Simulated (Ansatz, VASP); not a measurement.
## One calculation of Ti, two programs

POSCAR

```
Ti
1.0
    3.0078578261      0.0000000000      0.0000000000
   -1.5039289131      2.6048812885      0.0000000000
    0.0000000000      0.0000000000      4.7717880089
Ti
2
Direct
    0.6666666667      0.3333333333      0.7500000000
    0.3333333333      0.6666666667      0.2500000000
```

Contents of INCAR.step1:

```
SYSTEM = Ti
ALGO = Normal ; EDIFF = 1E-5
ENCUT = 520 ; GGA = PE
ISIF = 2 ; ISMEAR = -1
LASPH = .TRUE. ; LREAL = .FALSE.
LWAVE = .TRUE. ; NBANDS = 19
NELM = 100 ; PREC = Accurate
SIGMA = 0.05
```

Contents of INCAR.step2:

```
SYSTEM = Ti
ALGO = Normal ; EDIFF = 1E-7
ENCUT = 520 ; GGA = PE
HFSCREEN = 0.2079 ; ISIF = 2
ISMEAR = -1 ; ISTART = 1
LASPH = .TRUE. ; LCHARG = .TRUE.
LELF = .TRUE. ; LHFCALC = .TRUE.
LREAL = .FALSE. ; LVHAR = .TRUE.
LWAVE = .FALSE. ; NBANDS = 19
NELM = 100 ; PREC = Accurate
PRECFOCK = Normal ; SIGMA = 0.05
```

Contents of KPOINTS:

```
k-points
0
G
  5 5 3
  0 0 0
```

input.yaml

```yaml
crystal:
  lattice:
    - [3.0078578261, 0.0, 0.0]
    - [-1.5039289131, 2.6048812885, 0.0]
    - [0.0, 0.0, 4.7717880089]
  atoms:
    - { symbol: Ti, position: [0.6666666667, 0.3333333333, 0.75] }
    - { symbol: Ti, position: [0.3333333333, 0.6666666667, 0.25] }
hamiltonian:
  xc: hse06
  pseudopotentials: { kind: paw }
kpoints:
  mp_grid: { grid: [5, 5, 3] }
scf:
  occupations: { method: fermi_dirac, width: 0.05 }
output:
  forces: true
  stress: true
  eigenvalues: true
```

Alike in both runs: task single point; functional HSE06; k mesh 5 × 5 × 3; occupations fermi-dirac, width 0.05 eV; no spin polarisation.

```csv
,VASP,Ansatz
version,VASP 6.6.1,Ansatz 0.2.0
potentials or method,"VASP PAW PBE potentials, release 64 (Ti_sv)",Ansatz PAW
plane-wave cutoff (eV),520,420
valence electrons in the cell,24,24
```

VASP gave:

| Quantity | Value |
| --- | --- |
| gap on the k mesh at the Fermi level (eV) | none |
| pressure (GPa) | -9.8 |
| traceless stress, the component that is largest in VASP (GPa) | -2.00 |

What did Ansatz give for the same quantities?

gap on the k mesh at the Fermi level (eV): none; pressure (GPa): -9.4; traceless stress, the component that is largest in VASP (GPa): -1.97.

A gap of «none» marks a metal or a gap that the smearing closes.

The k mesh is coarse, so the values compare programs but aren't converged.
